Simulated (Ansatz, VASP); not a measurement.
HfPb5O2 in VASP and in Ansatz

```
Hf Pb O
1.0
     3.47408    0.00000    0.00000
     0.00000    3.47408    0.00000
     0.00000    0.00000   18.88116
Hf Pb O
1 5 2
Direct
  0.00000 0.00000 0.00000
  0.50000 0.50000 0.22899
  0.50000 0.50000 0.77101
  0.00000 0.00000 0.64037
  0.50000 0.50000 0.50000
  0.00000 0.00000 0.35963
  0.50000 0.00000 0.95027
  0.00000 0.50000 0.04973
```

Alike in both runs: functional PBE; k mesh 10 × 10 × 2; occupations gaussian, width 0.1 eV; no spin polarisation.

Ansatz relaxed the structure, and its values are those at the end. VASP's run is a single point on that final structure, the one shown.

|  | VASP | Ansatz |
| --- | --- | --- |
| version | VASP 6.6.1 | Ansatz 0.2.0 |
| potentials or method | VASP PAW PBE potentials, release 64 (Hf_pv, Pb_d, O), cutoff 600 eV | scalar-relativistic, plane waves, PAW |
| valence electrons in the cell | 92 | 108 |

Ansatz gave:

| Item | Value |
| --- | --- |
| gap on the k mesh at the Fermi level (eV) | none |
| pressure (GPa) | 0.0 |
| rms of the force components (eV/Å) | 0.001 |

Question: What did VASP give for the same quantities?

Answer: gap on the k mesh at the Fermi level (eV): none; pressure (GPa): -0.3; rms of the force components (eV/Å): 0.036.

A gap of «none» marks a metal or a gap that the smearing closes. VASP's potentials hold 92 valence electrons a cell and Ansatz's 108, so a difference there can come from the potentials and not from the codes.

Neither program's run includes spin-orbit coupling.
